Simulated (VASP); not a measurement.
A run of VASP 6.6.1 is set up as follows.

The input INCAR:

```
SYSTEM = Zn
PREC = Accurate
ENCUT = 520
EDIFF = 1E-7
ISMEAR = 0
SIGMA = 0.1
LREAL = .False.
LASPH = .True.
NELM = 100
ALGO = Normal
ISIF = 2
LWAVE = .False.
LCHARG = .False.
GGA = CA
NBANDS = 12
```

Contents of KPOINTS:

```
Automatic mesh
0
Gamma
  9 9 8
  0 0 0
```

File POSCAR:

```
Zn
1.0
   -1.5271390000      1.5617310000      1.5269050000
    1.4864710000     -1.6587790000      1.5832850000
    1.5658470000      1.6974880000     -1.6239530000
Zn
1
Direct
    0.0197600000     -0.0046890000      0.0109340000
```

Potentials or basis: VASP PAW LDA potentials, release 64 (Zn).

The run is started by

```bash
$ cat potpaw_LDA.64/Zn/POTCAR > POTCAR
$ mpirun -np 1 vasp_std > vasp.out
```

(1) Estimate the band gap on the k mesh.

(2) What does it give for the pressure?

## Answers

(1) zero (band 6 reaches 5.52 eV, above the bottom of band 7 at 1.50 eV).

(2) -7.7 GPa.
